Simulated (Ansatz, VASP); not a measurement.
# C in VASP and in Ansatz

Contents of INCAR:

```
SYSTEM = C
ALGO = Normal ; EDIFF = 1E-6
ENCUT = 520 ; GGA = PE
ISIF = 2 ; ISMEAR = 0
LASPH = .TRUE. ; LCHARG = .TRUE.
LELF = .TRUE. ; LREAL = .FALSE.
LVHAR = .TRUE. ; LWAVE = .FALSE.
NBANDS = 36 ; NELM = 60
PREC = Accurate ; SIGMA = 0.05
```

File KPOINTS:

```
k-points
0
G
  12 12 2
  0 0 0
```

POSCAR

```
C
1.0
    2.6970000000      0.0000000000      0.0000000000
   -1.3485000000      2.3356705140      0.0000000000
    0.0000000000      0.0000000000     12.7398000000
C
12
Direct
    0.0000000000      0.0000000000      0.1868593266
    0.0000000000      0.0000000000      0.6868593266
    0.0000000000      0.0000000000      0.3131406734
    0.0000000000      0.0000000000      0.8131406734
    0.3333333333      0.6666666667      0.5207665411
    0.6666666667      0.3333333333      0.0207665411
    0.3333333333      0.6666666667      0.9792334589
    0.6666666667      0.3333333333      0.4792334589
    0.3333333333      0.6666666667      0.6450950823
    0.6666666667      0.3333333333      0.1450950823
    0.3333333333      0.6666666667      0.8549049177
    0.6666666667      0.3333333333      0.3549049177
```

Input for Ansatz:

```yaml
crystal:
  lattice:
    - [2.697, 0.0, 0.0]
    - [-1.3485, 2.335670514, 0.0]
    - [0.0, 0.0, 12.7398]
  atoms:
    - { symbol: C, position: [0.0, 0.0, 0.1868593266] }
    - { symbol: C, position: [0.0, 0.0, 0.6868593266] }
    - { symbol: C, position: [0.0, 0.0, 0.3131406734] }
    - { symbol: C, position: [0.0, 0.0, 0.8131406734] }
    - { symbol: C, position: [0.3333333333, 0.6666666667, 0.5207665411] }
    - { symbol: C, position: [0.6666666667, 0.3333333333, 0.0207665411] }
    - { symbol: C, position: [0.3333333333, 0.6666666667, 0.9792334589] }
    - { symbol: C, position: [0.6666666667, 0.3333333333, 0.4792334589] }
    - { symbol: C, position: [0.3333333333, 0.6666666667, 0.6450950823] }
    - { symbol: C, position: [0.6666666667, 0.3333333333, 0.1450950823] }
    - { symbol: C, position: [0.3333333333, 0.6666666667, 0.8549049177] }
    - { symbol: C, position: [0.6666666667, 0.3333333333, 0.3549049177] }
basis:
  ecutwfc: 520.0
kpoints:
  mp_grid: { grid: [12, 12, 2] }
hamiltonian:
  xc: pbe
  pseudopotentials: { kind: paw, azcp: { folder: soft_1 } }
scf:
  occupations: { method: gaussian, width: 0.05 }
output:
  forces: true
  stress: true
  eigenvalues: true
```

Alike in both runs: task single point; functional PBE; k mesh 12 × 12 × 2; occupations gaussian, width 0.05 eV; no spin polarisation.

|  | VASP | Ansatz |
| --- | --- | --- |
| version | VASP 6.6.1 | Ansatz 0.2.0 |
| potentials or method | VASP PAW PBE potentials, release 64 (C), cutoff 520 eV | scalar-relativistic, plane waves, PAW |
| valence electrons in the cell | 48 | 48 |

|  | VASP | Ansatz | Ansatz less VASP |
| --- | --- | --- | --- |
| gap on the k mesh at the Fermi level (eV) | 3.68 | 3.69 | +0.007 |
| least direct gap on the mesh (eV) | 4.55 | 4.56 | +0.005 |
| rms of the force components (eV/Å) | 0.070 | 0.074 | +0.0042 |

Atom by atom the forces differ by 0.004 eV/Å (rms over components). The functional is the same, so the differences come from potentials, cutoffs and numerics.
